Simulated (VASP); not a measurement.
Set up this calculation in VASP 6.6.1, as the native input.

```
Task                   : single point
Functional             : PBE
Potentials or basis    : VASP PAW PBE potentials, release 64 (Zr_sv, C)
Cutoff                 : 520 eV
k mesh                 : 16 × 16 × 16
Occupations            : gaussian, width 0.1 eV
Spin                   : no spin polarisation
Dipole correction      : no
Further INCAR settings : ALGO = Normal; EDIFF = 1e-07; NBANDS = 15
```

The structure of ZrC lies in POSCAR:

```
ZrC
1.0
    0.0000000000      2.3544378064      2.3544378064
    2.3544378064      0.0000000000      2.3544378064
    2.3544378064      2.3544378064      0.0000000000
Zr C
1 1
Direct
    0.0000000000      0.0000000000      0.0000000000
    0.5000000000      0.5000000000      0.5000000000
```

These files were run (other wordings do the same):

INCAR

```
PREC = Accurate
ENCUT = 520
EDIFF = 1E-7
ISMEAR = 0
SIGMA = 0.1
LREAL = False
LASPH = True
NELM = 80
ALGO = Normal
ISIF = 2
LWAVE = False
LCHARG = True
GGA = PE
LELF = True
LVHAR = True
NBANDS = 15
```

KPOINTS

```
regular mesh
0
Gamma
  16 16 16
```

Potentials or basis: VASP PAW PBE potentials, release 64 (Zr_sv, C).

Run with:

```bash
$ cat potpaw_PBE.64/Zr_sv/POTCAR potpaw_PBE.64/C/POTCAR > POTCAR
$ mpirun -np 1 vasp_std > vasp.out
```

Results of the run:

```json
{
 "Pressure": "0.2 GPa",
 "Band gap on the k mesh": "zero (band 8 reaches 10.48 eV, above the bottom of band 9 at 9.18 eV)"
}
```

Run time: 45 s on 1 thread of AMD EPYC 9R14 (Zen 4), on a shared host, peak memory 0.17 GiB.
